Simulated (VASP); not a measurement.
# ZrTiN2 (P4/mmm) in VASP: single point with LDA

Aim: the single point of ZrTiN2 with LDA.

All numbers are computed with VASP 6.6.1; they aren't measurements. Logs are shortened: lines on timing, memory, paths and dates and some standing lists are left out, and cuts for length are marked.

## (1) The cell of the first run

It takes space group P4/mmm (No. 123, tetragonal). The conventional cell has a = 3.159 Å, b = 3.159 Å, c = 4.460 Å, α = 90.00°, β = 90.00°, γ = 90.00°. Within 2.9 Å of Zr (site symmetry 4/mmm) lie 6 N at 2.23 Å. Ti (site symmetry 4/mmm) has 6 N at 2.23 Å within 2.9 Å. N (site symmetry 4/mmm) has 2 Zr at 2.23 Å and 4 Ti at 2.23 Å within 2.9 Å. Within 2.9 Å of N (site symmetry 4/mmm) lie 2 Ti at 2.23 Å and 4 Zr at 2.23 Å.

## (2) Single point, LDA, collinear spin, zero start

INCAR

```
PREC = Accurate
ENCUT = 600
EDIFF = 1E-6
ISMEAR = 1
SIGMA = 0.15
LREAL = F
LASPH = T
NELM = 200
ALGO = Normal
ISIF = 2
LWAVE = F
LCHARG = T
ISPIN = 2
MAGMOM = 0 0 0 0
LORBIT = 11
LMAXMIX = 4
LELF = T
LVHAR = T
NBANDS = 29
GGA_COMPAT = F
```

KPOINTS

```
Automatic mesh
0
Gamma
  7 7 5
```

POSCAR

```
ZrTiN2
1.0
    3.1587400000      0.0000000000      0.0000000000
    0.0000000000      3.1587400000      0.0000000000
    0.0000000000      0.0000000000      4.4596600000
Zr Ti N
1 1 2
Direct
    0.0000000000      0.0000000000      0.0000000000
    0.5000000000      0.5000000000      0.5000000000
    0.0000000000      0.0000000000      0.5000000000
    0.5000000000      0.5000000000      0.0000000000
```

Potentials or basis: VASP PAW LDA potentials, release 64 (Zr_sv, Ti_sv, N).

Command:

```bash
> cat potpaw_LDA.64/Zr_sv/POTCAR potpaw_LDA.64/Ti_sv/POTCAR potpaw_LDA.64/N/POTCAR > POTCAR
> mpirun -np 1 vasp_std > vasp.out
```

OUTCAR:

```text
PREC = Accurate
   ENCUT = 600
   EDIFF = 1E-6
   ISMEAR = 1
   LREAL = F
   LASPH = T
   NELM = 200
   ISIF = 2
   ISPIN = 2
   LORBIT = 11

 ion  position               nearest neighbor table
   1  0.000  0.000  0.000-   3 2.23   3 2.23   4 2.23   4 2.23   4 2.23   4 2.23   2 3.16   2 3.16
                             2 3.16   2 3.16   2 3.16   2 3.16   2 3.16   2 3.16
   2  0.500  0.500  0.500-   4 2.23   4 2.23   3 2.23   3 2.23   3 2.23   3 2.23   1 3.16   1 3.16
                             1 3.16   1 3.16   1 3.16   1 3.16   1 3.16   1 3.16
   3  0.000  0.000  0.500-   1 2.23   1 2.23   2 2.23   2 2.23   2 2.23   2 2.23
   4  0.500  0.500  0.000-   2 2.23   2 2.23   1 2.23   1 2.23   1 2.23   1 2.23

  LATTYP: Found a simple tetragonal cell.
 ALAT       =     3.1587400000
 C/A-ratio  =     1.4118477621

  Lattice vectors:

 A1 = (   3.1587400000,   0.0000000000,   0.0000000000)
 A2 = (   0.0000000000,   3.1587400000,   0.0000000000)
 A3 = (   0.0000000000,   0.0000000000,   4.4596600000)

Analysis of symmetry for initial positions (statically):
=====================================================================
 Subroutine PRICEL returns:
 Original cell was already a primitive cell.

 Routine SETGRP: Setting up the symmetry group for a
 simple tetragonal supercell.

 Subroutine GETGRP returns: Found 16 space group operations
 (whereof 16 operations were pure point group operations)
 out of a pool of 16 trial point group operations.

The static configuration has the point symmetry D_4h.

Analysis of symmetry for dynamics (positions and initial velocities):
=====================================================================
 Subroutine PRICEL returns:
 Original cell was already a primitive cell.

 Routine SETGRP: Setting up the symmetry group for a
 simple tetragonal supercell.

 Subroutine GETGRP returns: Found 16 space group operations
 (whereof 16 operations were pure point group operations)
 out of a pool of 16 trial point group operations.

The dynamic configuration has the point symmetry D_4h.

Analysis of structural, dynamic, and magnetic symmetry:
=====================================================================
 Subroutine PRICEL returns:
 Original cell was already a primitive cell.

 Routine SETGRP: Setting up the symmetry group for a
 simple tetragonal supercell.

 Subroutine GETGRP returns: Found 16 space group operations
 (whereof 16 operations were pure point group operations)
[... 133 lines left out ...]
   AEXX    =    0.0000 exact exchange contribution
   IVDW    =     0    specifies the selected vdW correction
   LEPSILON=     F    determine dielectric tensor
   LRPA    =     F    only Hartree local field effects (RPA)
 spin polarized calculation
 Methfessel and Paxton  Order N= 1 SIGMA  =   0.15
  energy-cutoff  :      600.00
  volume of cell :       44.50
 maximum number of plane-waves:      1500
 NGX is ok and might be reduce to    28
   NGX = 13   NGY = 13   NGZ = 17

 number of electron      34.0000002 magnetization      -0.0000375

 number of electron      34.0000002 magnetization       0.0000056

 Free energy of the ion-electron system (eV)
  ---------------------------------------------------
  ext. energy  EPLUGINS =         0.00000000
  ---------------------------------------------------
  free energy    TOTEN  =       -43.61642894 eV

  energy without entropy =      -43.61731189  energy(sigma->0) =      -43.61672326

 E-fermi :  11.0524     XC(G=0): -12.8755

 val. band max:       11.0479963676   @ k =   0.2857   0.0000   0.0000
 cond. band min:      11.0904973061   @ k =   0.4286   0.4286   0.4000
 fundamental gap:      0.0425009385
 Fermi energy:        11.0523693942

 spin component 1

 k-point     1 :       0.0000    0.0000    0.0000
  band No.  band energies     occupation
      1     -46.2224      1.00000
      2     -37.9115      1.00000
      3     -22.8947      1.00000
      4     -22.7897      1.00000
      5     -22.7897      1.00000
      6     -16.2819      1.00000
[... 757 lines left out ...]
     28      19.4421      0.00000
     29      23.1974      0.00000

 [... further k-points ...]

 spin component 2

 k-point     1 :       0.0000    0.0000    0.0000
  band No.  band energies     occupation
      1     -46.2224      1.00000
      2     -37.9115      1.00000
      3     -22.8948      1.00000
      4     -22.7898      1.00000
      5     -22.7898      1.00000
      6     -16.2819      1.00000
[... 757 lines left out ...]
     28      19.4421      0.00000
     29      23.2516      0.00000

 [... further k-points ...]

------------------------ aborting loop because EDIFF is reached ----------------------------------------

  FORCE on cell =-STRESS in cart. coord.  units (eV):
  Direction    XX          YY          ZZ          XY          YZ          ZX
  --------------------------------------------------------------------------------------
  -------------------------------------------------------------------------------------
  Total       -3.8717809     -3.8717809     -4.6115573      0.0000000     -0.0000000      0.0000000
  in kB     -139.4093332   -139.4093332   -166.0460993      0.0000000     -0.0000000      0.0000000
  external PRESSURE =    -148.2882552 kB  Pullay stress =       0.0000000 kB

 VOLUME and BASIS-vectors are now :
 -----------------------------------------------------------------------------
  energy-cutoff  :      600.00
  volume of cell :       44.50
      direct lattice vectors                 reciprocal lattice vectors
     3.158740000  0.000000000  0.000000000     0.316581928  0.000000000  0.000000000
     0.000000000  3.158740000  0.000000000     0.000000000  0.316581928  0.000000000
     0.000000000  0.000000000  4.459660000     0.000000000  0.000000000  0.224232341

 POSITION                                       TOTAL-FORCE (eV/Angst)
 -----------------------------------------------------------------------------------
      0.00000      0.00000      0.00000         0.000000      0.000000      0.000000
      1.57937      1.57937      2.22983         0.000000      0.000000      0.000000
      0.00000      0.00000      2.22983         0.000000      0.000000      0.000000
      1.57937      1.57937      0.00000         0.000000      0.000000      0.000000
 -----------------------------------------------------------------------------------
    total drift:                                0.000000      0.000000      0.000000

  FREE ENERGIE OF THE ION-ELECTRON SYSTEM (eV)
  ---------------------------------------------------
  free  energy   TOTEN  =       -43.6164289392 eV

  energy  without entropy=      -43.6173118944  energy(sigma->0) =      -43.61672326

 total charge

# of ion       s       p       d       tot
------------------------------------------
    1        2.179   6.057   1.714   9.950
    2        2.157   6.161   1.919  10.238
    3        1.225   2.422   0.000   3.647
    4        1.229   2.460   0.000   3.689
--------------------------------------------------
tot          6.789  17.101   3.634  27.523

 magnetization (x)

# of ion       s       p       d       tot
------------------------------------------
    1       -0.000   0.000   0.000   0.000
    2       -0.000  -0.000  -0.000  -0.000
    3       -0.000  -0.000   0.000  -0.000
    4        0.000   0.000   0.000   0.000
--------------------------------------------------
tot         -0.000  -0.000  -0.000  -0.000
```

OSZICAR:

```text
N       E                     dE             d eps       ncg     rms          rms(c)
DAV:   1     0.398264284766E+03    0.39826E+03   -0.18793E+04  3480   0.149E+03
DAV:   2    -0.123180995386E+02   -0.41058E+03   -0.38445E+03  3624   0.430E+02
DAV:   3    -0.502190901123E+02   -0.37901E+02   -0.36852E+02  4862   0.123E+02
DAV:   4    -0.524901670444E+02   -0.22711E+01   -0.22572E+01  4980   0.240E+01
DAV:   5    -0.525355928709E+02   -0.45426E-01   -0.45403E-01  4333   0.326E+00    0.307E+01
DAV:   6    -0.453041878344E+02    0.72314E+01   -0.36272E+01  4356   0.464E+01    0.144E+01
DAV:   7    -0.442042858922E+02    0.10999E+01   -0.16134E+01  3961   0.303E+01    0.108E+01
DAV:   8    -0.436609232181E+02    0.54336E+00   -0.23367E+00  4064   0.931E+00    0.550E+00
DAV:   9    -0.436593962863E+02    0.15269E-02   -0.40120E-01  5071   0.453E+00    0.200E+00
DAV:  10    -0.436195716254E+02    0.39825E-01   -0.29057E-01  4239   0.388E+00    0.526E-01
DAV:  11    -0.436170780408E+02    0.24936E-02   -0.31828E-02  4387   0.111E+00    0.252E-01
DAV:  12    -0.436165400024E+02    0.53804E-03   -0.17742E-03  4285   0.304E-01    0.101E-01
DAV:  13    -0.436164463970E+02    0.93605E-04   -0.50463E-04  4108   0.115E-01    0.746E-02
DAV:  14    -0.436164292776E+02    0.17119E-04   -0.43889E-05  4517   0.419E-02    0.154E-02
DAV:  15    -0.436164289392E+02    0.33834E-06   -0.28024E-06  3762   0.121E-02
   1 F= -.43616429E+02 E0= -.43616723E+02  d E =0.882955E-03  mag=     0.0000
```

stdout:

```text
POSCAR found type information on POSCAR ZrTiN
 POSCAR found :  3 types and       4 ions
 scaLAPACK will be used
 LDA part: xc-table for (Slater(with rela. corr.)+CA(PZ))
 , standard interpolation
 POSCAR, INCAR and KPOINTS ok, starting setup
 FFT: planning ... GRIDC
 FFT: planning ... GRID_SOFT
 FFT: planning ... GRID
 WAVECAR not read
 entering main loop
```

Run time: 67 s. Hardware: 1 thread of Intel Xeon Platinum 8488C (Sapphire Rapids), shared host; peak memory 0.21 GiB.

Results:

```
Free energy                                           : -43.6164 eV
Pressure                                              : -14.8 GPa
Band gap on the k mesh                                : zero (filled and empty bands overlap)
Net moment                                            : 0.00 μB per cell
Valence electrons inside the program's atomic spheres : Zr 9.95; Ti 10.24; N 3.65, 3.69
```

Caveat: the cell stands under tension.
